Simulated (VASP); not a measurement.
Here is a VASP 6.6.1 calculation.

Contents of INCAR:

```
SYSTEM = PbS
  ALGO = Normal
  EDIFF = 1E-8
  ENCUT = 520
  GGA = CA
  ISIF = 2
  ISMEAR = -1
  LASPH = .True.
  LCHARG = .False.
  LEFG = .True.
  LREAL = .False.
  LWAVE = .False.
  NBANDS = 17
  NELM = 60
  PREC = Accurate
  SIGMA = 0.01
```

KPOINTS

```
k-points
0
Gamma
  8 8 8
  0 0 0
```

The input POSCAR:

```
PbS
1.0
    0.0000000000      2.9044728123      2.9044728123
    2.9044728123      0.0000000000      2.9044728123
    2.9044728123      2.9044728123      0.0000000000
Pb S
1 1
Direct
    0.0000000000      0.0000000000      0.0000000000
    0.5000000000      0.5000000000      0.5000000000
```

Potentials or basis: VASP PAW LDA potentials, release 64 (Pb_d, S).

The run is started by

```console
$ cat potpaw_LDA.64/Pb_d/POTCAR potpaw_LDA.64/S/POTCAR > POTCAR
$ mpirun -np 1 vasp_std > vasp.out
```

(1) Estimate the pressure.

(2) What does it give for the band gap on the k mesh?

## Answers

(1) 1.2 GPa.

(2) 0.04 eV, direct.

Caveat: without QUAD_EFG the Cq values of the log hold for a quadrupole moment of 1 mb, not for the nuclei; spin-orbit coupling is left out, which moves the levels of the heavy elements.
